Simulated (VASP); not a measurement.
Write the native input for VASP 6.6.1 that does the following.

| Property | Result |
| --- | --- |
| Task | single point |
| Functional | PBE |
| Potentials or basis | VASP PAW PBE potentials, release 64 (Al, Si, Zn) |
| Cutoff | 520 eV |
| k mesh | 4 × 3 × 3 |
| Occupations | gaussian, width 0.1 eV |
| Spin | no spin polarisation |
| Dipole correction | no |
| Further INCAR settings | LREAL = Auto; ALGO = Normal; EDIFF = 1e-07; NBANDS = 60; ISYM = 0 |

The structure of Al3Zn4Si9 lies in POSCAR:

```
Al3Zn4Si9
1.0
    6.2708905717     -0.0468667269     -0.0092788390
   -0.0444045461      6.1707024065     -0.0779669028
   -0.0019014769     -0.0769417190      6.9979810135
Al Si Zn
3 9 4
Direct
    0.1467840518      0.3538889420      0.9753267358
    0.3694566292      0.4951321929      0.4448550401
    0.1681568575      0.7474172631      0.7986665131
    0.5811662616      0.2067020424      0.0002940429
    1.0179604704      0.0366960866      0.5033890950
    0.2873081985      0.1234141267      0.2522085889
    0.5983286517      0.1250001333      0.4707044036
    0.8707289633      0.2927022799      0.2507168908
   -0.0278077586      0.5598845328      0.5144634605
    0.3365056219      0.1063363975      0.7230081650
    0.7216487462      0.7752285989      0.3508598743
    0.8314909401      0.2812364956      0.7323745393
    0.8219079500      0.8827371036      0.9904766173
    0.5155729007      0.6007655902      0.0754565723
    0.1371769640      0.7434494680      0.1895742259
    0.6033168670      0.6776641376      0.7186075887
```

One way to write it, as run:

INCAR

```
ALGO     = Normal         # electronic algorithm
EDIFF    = 1E-7           # SCF threshold, eV
ENCUT    = 520            # plane-wave cutoff, eV
GGA      = PE             # functional
ISIF     = 2              # what is computed and relaxed
ISMEAR   = 0              # smearing method
ISYM     = 0            
LASPH    = True           # aspherical terms in the spheres
LCHARG   = False          # write CHGCAR
LREAL    = Auto         
LWAVE    = False          # write WAVECAR
NBANDS   = 60             # bands
NELM     = 60             # most SCF steps
PREC     = Accurate       # precision mode
SIGMA    = 0.1            # smearing width, eV
```

KPOINTS

```
k-points
0
Gamma
  4 3 3
```

Potentials or basis: VASP PAW PBE potentials, release 64 (Al, Si, Zn).

The run is started by

```console
$ cat potpaw_PBE.64/Al/POTCAR potpaw_PBE.64/Si/POTCAR potpaw_PBE.64/Zn/POTCAR > POTCAR
$ mpirun -np 1 vasp_std > vasp.out
```

It gave:

```yaml
Pressure: 0.0 GPa
Largest_force: 0.031 eV/Å
```

Wall time 4.9 min on 1 thread of Intel(R) Xeon(R) 6975P-C (Granite Rapids), with other jobs on the host, peak memory 0.43 GiB.
